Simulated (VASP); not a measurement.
# BN (P6_3mc) in VASP: notebook

The runs below take BN through single point, with PBE.

All numbers are computed with VASP 6.6.1; they aren't measurements. Logs are shortened: lines on timing, memory, paths and dates and some standing lists are left out, and cuts for length are marked.

**1. The cell of the first run**

Symmetry: P6_3mc, No. 186, hexagonal system. The conventional cell has a = 2.430 Å, b = 2.430 Å, c = 4.024 Å, α = 90.00°, β = 90.00°, γ = 120.00°. Within 2.0 Å of B (site symmetry 3m) lie 4 N at 1.49 to 1.51 Å. N (site symmetry 3m) has 4 B at 1.49 to 1.51 Å within 2.0 Å.

**2. Single point, PBE**

INCAR

```
SYSTEM = BN
ALGO     = Normal         ! electronic algorithm
EDIFF    = 1E-6           ! SCF threshold, eV
ENCUT    = 520            ! plane-wave cutoff, eV
GGA      = PE             ! functional
ISIF     = 2              ! what is computed and relaxed
ISMEAR   = 0              ! smearing method
LASPH    = .True.         ! aspherical terms in the spheres
LCHARG   = .False.        ! write CHGCAR
LREAL    = .False.        ! projectors in reciprocal space
LWAVE    = .False.        ! write WAVECAR
NBANDS   = 16             ! bands
NELM     = 100            ! most SCF steps
PREC     = Accurate       ! precision mode
SIGMA    = 0.01           ! smearing width, eV
```

KPOINTS

```
k-points
0
Gamma
  12 12 6
  0 0 0
```

POSCAR

```
BN
1.0
    2.4302081515      0.0000000000      0.0000000000
   -1.2151040758      2.1046219919      0.0000000000
    0.0000000000      0.0000000000      4.0238343960
B N
2 2
Direct
    0.6666666667      0.3333333333      0.0000000000
    0.3333333333      0.6666666667      0.5000000000
    0.6666666667      0.3333333333      0.3750000000
    0.3333333333      0.6666666667      0.8750000000
```

Potentials or basis: VASP PAW PBE potentials, release 64 (B, N).

Launch:

```bash
$ cat potpaw_PBE.64/B/POTCAR potpaw_PBE.64/N/POTCAR > POTCAR
$ mpirun -np 1 vasp_std > vasp.out
```

OUTCAR:

```text
SYSTEM = BN
   EDIFF = 1E-6
   ENCUT = 520
   GGA = PE
   ISIF = 2
   ISMEAR = 0
   LASPH = .True.
   LREAL = .False.
   NELM = 100
   PREC = Accurate

 ion  position               nearest neighbor table
   1  0.667  0.333  0.000-   4 1.49   4 1.49   4 1.49   3 1.51
   2  0.333  0.667  0.500-   3 1.49   3 1.49   3 1.49   4 1.51
   3  0.667  0.333  0.375-   2 1.49   2 1.49   2 1.49   1 1.51
   4  0.333  0.667  0.875-   1 1.49   1 1.49   1 1.49   2 1.51

  LATTYP: Found a hexagonal cell.
 ALAT       =     2.4302081515
 C/A-ratio  =     1.6557570978

  Lattice vectors:

 A1 = (   2.4302081515,   0.0000000000,   0.0000000000)
 A2 = (  -1.2151040758,   2.1046219919,   0.0000000000)
 A3 = (   0.0000000000,   0.0000000000,   4.0238343960)

Analysis of symmetry for initial positions (statically):
=====================================================================
 Subroutine PRICEL returns:
 Original cell was already a primitive cell.

 Routine SETGRP: Setting up the symmetry group for a
 hexagonal supercell.

 Subroutine GETGRP returns: Found 12 space group operations
 (whereof  6 operations were pure point group operations)
 out of a pool of 24 trial point group operations.

The static configuration has the point symmetry C_3v.
 The point group associated with its full space group is C_6v.

Analysis of symmetry for dynamics (positions and initial velocities):
=====================================================================
 Subroutine PRICEL returns:
 Original cell was already a primitive cell.

 Routine SETGRP: Setting up the symmetry group for a
 hexagonal supercell.

 Subroutine GETGRP returns: Found 12 space group operations
 (whereof  6 operations were pure point group operations)
 out of a pool of 24 trial point group operations.

The dynamic configuration has the point symmetry C_3v.
 The point group associated with its full space group is C_6v.

 Subroutine INISYM returns: Found 12 space group operations
 (whereof  6 operations are pure point group operations),
 and found     1 'primitive' translations

----------------------------------------------------------------------------------------

                                     Primitive cell

  volume of cell :      20.5806

  direct lattice vectors                    reciprocal lattice vectors
     2.430208152  0.000000000  0.000000000     0.411487386  0.237572354  0.000000000
    -1.215104076  2.104621992  0.000000000     0.000000000  0.475144707  0.000000000
     0.000000000  0.000000000  4.023834396     0.000000000  0.000000000  0.248519174

  length of vectors
     2.430208152  2.430208148  4.023834396     0.475144707  0.475144707  0.248519174

  position of ions in fractional coordinates (direct lattice)
     0.666666667  0.333333333  0.000000000
     0.333333333  0.666666667  0.500000000
     0.666666667  0.333333333  0.375000000
     0.333333333  0.666666667  0.875000000

  ion indices of the primitive-cell ions
   primitive index   ion index
                 1           1
                 2           2
                 3           3
                 4           4

----------------------------------------------------------------------------------------

 KPOINTS: k-points

Automatic generation of k-mesh.
 Grid dimensions read from file:
 generate k-points for:   12   12    6

 Generating k-lattice:

  Cartesian coordinates                     Fractional coordinates (reciprocal lattice)
     0.034290616  0.019797696  0.000000000     0.083333333  0.000000000  0.000000000
     0.000000000  0.039595392  0.000000000     0.000000000  0.083333333  0.000000000
     0.000000000  0.000000000  0.041419862     0.000000000  0.000000000  0.166666667

  Length of vectors
     0.039595392  0.039595392  0.041419862

  Shift w.r.t. Gamma in fractional coordinates (k-lattice)
     0.000000000  0.000000000  0.000000000

 Subroutine IBZKPT returns following result:
 ===========================================

 Found     76 irreducible k-points:

 Following reciprocal coordinates:
            Coordinates               Weight
[... 45 lines left out ...]
 Fermi energy:         9.4577865425

 k-point     1 :       0.0000    0.0000    0.0000
  band No.  band energies     occupation
      1     -12.7078      2.00000
      2      -7.8857      2.00000
      3      -2.9217      2.00000
      4       6.9541      2.00000
      5       6.9541      2.00000
      6       9.0861      2.00000
[... 8 lines left out ...]
     15      22.4249      0.00000
     16      27.4253      0.00000

 k-point     2 :       0.0833    0.0000    0.0000
  band No.  band energies     occupation
      1     -12.5395      2.00000
      2      -7.7523      2.00000
      3      -2.7574      2.00000
      4       6.1999      2.00000
      5       6.6219      2.00000
      6       8.7726      2.00000
[... 8 lines left out ...]
     15      23.0380      0.00000
     16      27.0962      0.00000

 k-point     3 :       0.1667    0.0000    0.0000
  band No.  band energies     occupation
      1     -12.0383      2.00000
      2      -7.3685      2.00000
      3      -2.2705      2.00000
      4       4.3706      2.00000
      5       5.8508      2.00000
      6       7.2505      2.00000
[... 8 lines left out ...]
     15      24.3142      0.00000
     16      26.0435      0.00000

 k-point     4 :       0.2500    0.0000    0.0000
  band No.  band energies     occupation
      1     -11.2193      2.00000
      2      -6.8000      2.00000
      3      -1.4860      2.00000
      4       2.1871      2.00000
      5       4.9969      2.00000
      6       5.3180      2.00000
[... 8 lines left out ...]
     15      26.0013      0.00000
     16      26.6669      0.00000
[... 324 lines left out ...]
 k-point    22 :       0.1667    0.0000    0.1667
  band No.  band energies     occupation
      1     -11.8564      2.00000
      2      -8.0415      2.00000
      3      -1.3014      2.00000
      4       4.5292      2.00000
      5       6.0002      2.00000
      6       6.7823      2.00000
[... 8 lines left out ...]
     15      24.4238      0.00000
     16      26.3090      0.00000

 k-point    23 :       0.2500    0.0000    0.1667
  band No.  band energies     occupation
      1     -11.0420      2.00000
      2      -7.4037      2.00000
      3      -0.6702      2.00000
      4       2.4144      2.00000
      5       4.8338      2.00000
      6       5.1544      2.00000
[... 8 lines left out ...]
     15      25.6042      0.00000
     16      26.8648      0.00000

 k-point    24 :       0.3333    0.0000    0.1667
  band No.  band energies     occupation
      1      -9.9512      2.00000
      2      -6.7007      2.00000
      3      -0.5088      2.00000
      4       1.1304      2.00000
      5       2.8339      2.00000
      6       4.4461      2.00000
[... 8 lines left out ...]
     15      27.2595      0.00000
     16      27.8750      0.00000

 [... further k-points ...]

------------------------ aborting loop because EDIFF is reached ----------------------------------------

  FORCE on cell =-STRESS in cart. coord.  units (eV):
  Direction    XX          YY          ZZ          XY          YZ          ZX
  --------------------------------------------------------------------------------------
  -------------------------------------------------------------------------------------
  Total        9.4397539      9.4397538      9.3078297     -0.0000000      0.0000000      0.0000000
  in kB      734.8751753    734.8751726    724.6050131     -0.0000000      0.0000000      0.0000000
  external PRESSURE =     731.4517870 kB  Pullay stress =       0.0000000 kB

 VOLUME and BASIS-vectors are now :
 -----------------------------------------------------------------------------
  energy-cutoff  :      520.00
  volume of cell :       20.58
      direct lattice vectors                 reciprocal lattice vectors
     2.430208152  0.000000000  0.000000000     0.411487386  0.237572354  0.000000000
    -1.215104076  2.104621992  0.000000000     0.000000000  0.475144707  0.000000000
     0.000000000  0.000000000  4.023834396     0.000000000  0.000000000  0.248519174

 POSITION                                       TOTAL-FORCE (eV/Angst)
 -----------------------------------------------------------------------------------
      1.21510      0.70154      0.00000        -0.000000      0.000000      0.191998
     -0.00000      1.40308      2.01192        -0.000000     -0.000000      0.191998
      1.21510      0.70154      1.50894        -0.000000     -0.000000     -0.191998
     -0.00000      1.40308      3.52086         0.000000     -0.000000     -0.191998
 -----------------------------------------------------------------------------------
    total drift:                                0.000000      0.000000     -0.000453

  FREE ENERGIE OF THE ION-ELECTRON SYSTEM (eV)
  ---------------------------------------------------
  free  energy   TOTEN  =       -34.1539616046 eV

  energy  without entropy=      -34.1539616046  energy(sigma->0) =      -34.15396160
```

It took 20 s on 1 thread of Intel Xeon Platinum 8259CL at 2.50GHz (Skylake/Cascade Lake), shared host; peak memory 0.13 GiB.

What came out:

```
Free energy            : -34.1540 eV
Pressure               : 73.1 GPa
Largest force          : 0.192 eV/Å
Band gap on the k mesh : 4.95 eV, indirect (least direct gap 8.95 eV)
```

Forces on the atoms (eV/Å):
```
B    0.000  0.000  0.192
B    0.000  0.000  0.192
N    0.000  0.000 -0.192
N    0.000  0.000 -0.192
```

**3. Single point, PBE**

This run uses another cell than the first one, of 5.38 Å³/atom, 1.045 times its volume.

INCAR

```
ALGO = Normal
EDIFF = 1E-6
ENCUT = 520
GGA = PE
ISIF = 2
ISMEAR = 0
LASPH = True
LCHARG = False
LREAL = False
LWAVE = False
NBANDS = 16
NELM = 100
PREC = Accurate
SIGMA = 0.01
```

KPOINTS

```
k-points
0
Gamma
  12 12 6
```

POSCAR

```
BN
1.0
    2.4664852633      0.0000000000      0.0000000000
   -1.2332426316      2.1360388922      0.0000000000
    0.0000000000      0.0000000000      4.0839004813
B N
2 2
Direct
    0.6666666667      0.3333333333      0.0000000000
    0.3333333333      0.6666666667      0.5000000000
    0.6666666667      0.3333333333      0.3750000000
    0.3333333333      0.6666666667      0.8750000000
```

Potentials or basis: VASP PAW PBE potentials, release 64 (B, N).

Launch:

```bash
$ cat potpaw_PBE.64/B/POTCAR potpaw_PBE.64/N/POTCAR > POTCAR
$ mpirun -np 1 vasp_std > vasp.out
```

It took 22 s on 1 thread of Intel Xeon Platinum 8259CL at 2.50GHz (Skylake/Cascade Lake), shared host; peak memory 0.13 GiB.

Results (log left out):

* Free energy: -34.5050 eV
* Pressure: 47.4 GPa
* Largest force: 0.142 eV/Å
* Band gap on the k mesh: 5.05 eV, indirect (least direct gap 8.75 eV)

Forces on the atoms (eV/Å):
```
B    0.000  0.000  0.142
B    0.000  0.000  0.142
N    0.000  0.000 -0.142
N    0.000  0.000 -0.142
```

Stress tensor (GPa, compression positive):
```
47.76  0.00  0.00
 0.00 47.76  0.00
 0.00  0.00 46.63
```

Levels at points of the mesh, in eV from the valence-band top:
| k point | band 4 | band 5 | band 6 | band 7 | band 8 | band 9 | band 10 | band 11 | band 12 | band 13 |
| --- | --- | --- | --- | --- | --- | --- | --- | --- | --- | --- |
| (0.00, 0.00, 0.00) | -2.32 | -2.32 | -0.28 | 0.00 | 0.00 | 8.78 | 8.78 | 9.08 | 10.75 | 12.30 |
| (0.50, 0.00, 0.00) | -8.38 | -7.45 | -5.47 | -4.88 | -2.33 | 7.07 | 8.27 | 11.15 | 12.35 | 14.07 |
| (0.00, 0.00, 0.50) | -6.12 | -1.29 | -1.29 | -1.29 | -1.29 | 10.39 | 10.39 | 10.45 | 10.45 | 10.45 |
| (0.50, 0.00, 0.50) | -10.82 | -4.15 | -4.15 | -3.88 | -3.88 | 6.93 | 6.93 | 10.68 | 10.68 | 15.27 |

A k mesh can miss the band edges.

**4. Single point, PBE**

This run uses another cell than the first one, of 5.61 Å³/atom, 1.091 times its volume.

INCAR

```
SYSTEM = BN
ALGO = Normal
EDIFF = 1E-6
ENCUT = 520
GGA = PE
ISIF = 2
ISMEAR = 0
LASPH = .True.
LCHARG = .False.
LREAL = .False.
LWAVE = .False.
NBANDS = 16
NELM = 80
PREC = Accurate
SIGMA = 0.01
```

KPOINTS

```
k-points
0
Gamma
  12 12 6
  0 0 0
```

POSCAR

```
BN
1.0
    2.5017255282      0.0000000000      0.0000000000
   -1.2508627641      2.1665578568      0.0000000000
    0.0000000000      0.0000000000      4.1422498000
B N
2 2
Direct
    0.6666666667      0.3333333333      0.0000000000
    0.3333333333      0.6666666667      0.5000000000
    0.6666666667      0.3333333333      0.3750000000
    0.3333333333      0.6666666667      0.8750000000
```

Launch:

```bash
$ cat potpaw_PBE.64/B/POTCAR potpaw_PBE.64/N/POTCAR > POTCAR
$ mpirun -np 1 vasp_std > vasp.out
```

It took 22 s on 1 thread of Intel Xeon Platinum 8259CL at 2.50GHz (Skylake/Cascade Lake), shared host; peak memory 0.14 GiB.

The run converged. Its results:

```
Free energy            : -34.7189 eV
Pressure               : 26.0 GPa
Largest force          : 0.097 eV/Å
Band gap on the k mesh : 5.13 eV, indirect (least direct gap 8.55 eV)
```

Forces on the atoms (eV/Å):
```
B    0.000  0.000  0.097
B    0.000  0.000  0.097
N    0.000  0.000 -0.097
N    0.000  0.000 -0.097
```

Stress tensor (GPa, compression positive):
```
26.42  0.00  0.00
 0.00 26.42  0.00
 0.00  0.00 25.23
```

Levels at points of the mesh, in eV from the valence-band top:
| k point | band 5 | band 6 | band 7 | band 8 | band 9 | band 10 | band 11 | band 12 |
| --- | --- | --- | --- | --- | --- | --- | --- | --- |
| (0.00, 0.00, 0.00) | -2.22 | -0.26 | 0.00 | 0.00 | 8.61 | 8.61 | 8.85 | 10.20 |
| (0.50, 0.00, 0.00) | -7.19 | -5.24 | -4.65 | -2.23 | 6.92 | 8.14 | 10.93 | 11.99 |
| (0.00, 0.00, 0.50) | -1.23 | -1.23 | -1.23 | -1.23 | 9.99 | 9.99 | 10.22 | 10.22 |
| (0.50, 0.00, 0.50) | -3.97 | -3.97 | -3.73 | -3.73 | 6.79 | 6.79 | 10.39 | 10.39 |

**5. Single point, PBE**

This run uses another cell than the first one, of 5.85 Å³/atom, 1.136 times its volume.

INCAR

```
PREC = Accurate ; ENCUT = 520
EDIFF = 1E-7 ; ISMEAR = 0
SIGMA = 0.01 ; LREAL = F
LASPH = T ; NELM = 60
ALGO = Normal ; ISIF = 2
LWAVE = F ; LCHARG = F
GGA = PE ; NBANDS = 16
```

KPOINTS

```
regular mesh
0
Gamma
  12 12 6
```

POSCAR

```
BN
1.0
    2.5360000000      0.0000000000      0.0000000000
   -1.2680000000      2.1962404200      0.0000000000
    0.0000000000      0.0000000000      4.1990000000
B N
2 2
Direct
    0.6666666667      0.3333333333      0.0000000000
    0.3333333333      0.6666666667      0.5000000000
    0.6666666667      0.3333333333      0.3750000000
    0.3333333333      0.6666666667      0.8750000000
```

Launch:

```bash
$ cat potpaw_PBE.64/B/POTCAR potpaw_PBE.64/N/POTCAR > POTCAR
$ mpirun -np 1 vasp_std > vasp.out
```

Wall time 23 s (1 thread of Intel Xeon Platinum 8259CL at 2.50GHz (Skylake/Cascade Lake), shared host); peak memory 0.14 GiB.

The run converged. Its results:

* Free energy: -34.8190 eV
* Pressure: 8.3 GPa
* Largest force: 0.058 eV/Å
* Band gap on the k mesh: 5.20 eV, indirect (least direct gap 8.35 eV)

Forces on the atoms (eV/Å):
```
B    0.000  0.000  0.058
B    0.000  0.000  0.058
N    0.000  0.000 -0.058
N    0.000  0.000 -0.058
```

Stress tensor (GPa, compression positive):
```
8.68 0.00 0.00
0.00 8.68 0.00
0.00 0.00 7.47
```

Levels at points of the mesh, in eV from the valence-band top:
```csv
k point,band 4,band 5,band 6,band 7,band 8,band 9,band 10,band 11,band 12,band 13
"(0.00, 0.00, 0.00)",-2.13,-2.13,-0.25,0.00,0.00,8.44,8.44,8.62,9.69,10.97
"(0.50, 0.00, 0.00)",-7.87,-6.95,-5.03,-4.44,-2.14,6.77,8.01,10.71,11.61,13.00
"(0.00, 0.00, 0.50)",-5.75,-1.18,-1.18,-1.18,-1.18,9.61,9.61,10.00,10.00,10.00
"(0.50, 0.00, 0.50)",-10.10,-3.81,-3.81,-3.59,-3.59,6.64,6.64,10.11,10.11,14.42
```

A k mesh can miss the band edges. Expect the measured gap to be larger: semilocal functionals such as PBE lack the derivative discontinuity.

**6. Single point, PBE**

This run uses another cell than the first one, of 6.08 Å³/atom, 1.182 times its volume.

INCAR

```
  ALGO = Normal
  EDIFF = 1E-6
  ENCUT = 520
  GGA = PE
  ISIF = 2
  ISMEAR = 0
  LASPH = T
  LCHARG = F
  LREAL = F
  LWAVE = F
  NBANDS = 16
  NELM = 60
  PREC = Accurate
  SIGMA = 0.01
```

KPOINTS

```
k-points
0
Gamma
  12 12 6
```

POSCAR

```
BN
1.0
    2.5693722481      0.0000000000      0.0000000000
   -1.2846861240      2.2251416346      0.0000000000
    0.0000000000      0.0000000000      4.2542563366
B N
2 2
Direct
    0.6666666667      0.3333333333      0.0000000000
    0.3333333333      0.6666666667      0.5000000000
    0.6666666667      0.3333333333      0.3750000000
    0.3333333333      0.6666666667      0.8750000000
```

Potentials or basis: VASP PAW PBE potentials, release 64 (B, N).

Launch:

```bash
$ cat potpaw_PBE.64/B/POTCAR potpaw_PBE.64/N/POTCAR > POTCAR
$ mpirun -np 1 vasp_std > vasp.out
```

Run time: 23 s. Hardware: 1 thread of Intel Xeon Platinum 8259CL at 2.50GHz (Skylake/Cascade Lake), shared host; peak memory 0.14 GiB.

The run converged. Its results:

```yaml
Free_energy: -34.8245 eV
Pressure: -6.5 GPa
Largest_force: 0.023 eV/Å
Band_gap_on_the_k_mesh: 5.26 eV, indirect (least direct gap 8.16 eV)
```

Forces on the atoms (eV/Å):
```
B    0.000  0.000  0.023
B    0.000  0.000  0.023
N    0.000  0.000 -0.023
N    0.000  0.000 -0.023
```

Stress tensor (GPa, compression positive):
```
-6.08  0.00  0.00
 0.00 -6.08  0.00
 0.00  0.00 -7.29
```

Levels at points of the mesh, in eV from the valence-band top:
| k point | band 4 | band 5 | band 6 | band 7 | band 8 | band 9 | band 10 | band 11 | band 12 | band 13 |
| --- | --- | --- | --- | --- | --- | --- | --- | --- | --- | --- |
| (0.00, 0.00, 0.00) | -2.05 | -2.05 | -0.23 | 0.00 | 0.00 | 8.28 | 8.28 | 8.39 | 9.21 | 10.38 |
| (0.50, 0.00, 0.00) | -7.64 | -6.73 | -4.83 | -4.25 | -2.06 | 6.63 | 7.89 | 10.50 | 11.21 | 12.58 |
| (0.00, 0.00, 0.50) | -5.58 | -1.13 | -1.13 | -1.13 | -1.13 | 9.25 | 9.25 | 9.79 | 9.79 | 9.79 |
| (0.50, 0.00, 0.50) | -9.78 | -3.65 | -3.65 | -3.46 | -3.46 | 6.49 | 6.49 | 9.84 | 9.84 | 14.02 |

**7. The runs side by side**

```tsv
cell	gap on the mesh (eV)	pressure (GPa)	largest force (eV/Å)
a = 2.430, b = 2.430, c = 4.024 Å, angles 90.0, 90.0, 120.0°, 4 atoms	4.95	73.1	0.19
a = 2.466, b = 2.466, c = 4.084 Å, angles 90.0, 90.0, 120.0°, 4 atoms	5.05	47.4	0.14
a = 2.502, b = 2.502, c = 4.142 Å, angles 90.0, 90.0, 120.0°, 4 atoms	5.13	26.0	0.10
a = 2.536, b = 2.536, c = 4.199 Å, angles 90.0, 90.0, 120.0°, 4 atoms	5.20	8.3	0.06
a = 2.569, b = 2.569, c = 4.254 Å, angles 90.0, 90.0, 120.0°, 4 atoms	5.26	-6.5	0.02
```

Alike in all rows: task single point; level PBE; potentials or basis VASP PAW PBE potentials, release 64 (B, N); no spin polarisation; k mesh 12 × 12 × 6; cutoff (eV) 520; smearing gaussian 0.01 eV.

Absolute energies hang on the potentials; compare differences alone.
